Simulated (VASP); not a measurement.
The system is Cu.

```
Cu
1.0
     0.00000    1.78872    1.78872
     1.78872    0.00000    1.78872
     1.78872    1.78872    0.00000
Cu
1
Cartesian
  0.0000 0.0000 0.0000
```

```yaml
Program: VASP 6.6.1
Task: relaxation of cell and atoms
Functional: PBE
Potentials_or_basis: VASP PAW PBE potentials, release 64 (Cu)
Cutoff: 600 eV
k_mesh: 18 × 18 × 18
Occupations: methfessel-paxton, width 0.1 eV
Spin: no spin polarisation
```

At the start: pressure 7.6 GPa; volume 11.45 Å³/atom.

Task: Where does the relaxation end?

Result: Over 3 steps the energy falls by 12.8 meV/atom and the volume is 12.02 Å³/atom (+5.0 %); space group Fm-3m (No. 225, to 0.1 Å) before and after.

Step by step:
```csv
step,energy change (eV),largest force (eV/Å),pressure (GPa),volume (Å³)
1,0.0000,0.0000,7.56,11.45
2,-0.0088,0.0000,-3.60,12.36
3,-0.0128,0.0000,0.00,12.02
```

Final structure:
```
CELL_PARAMETERS angstrom
0.00000 1.81803 1.81803
1.81803 0.00000 1.81803
1.81803 1.81803 0.00000
ATOMIC_POSITIONS crystal
Cu 0.00000 0.00000 0.00000
```
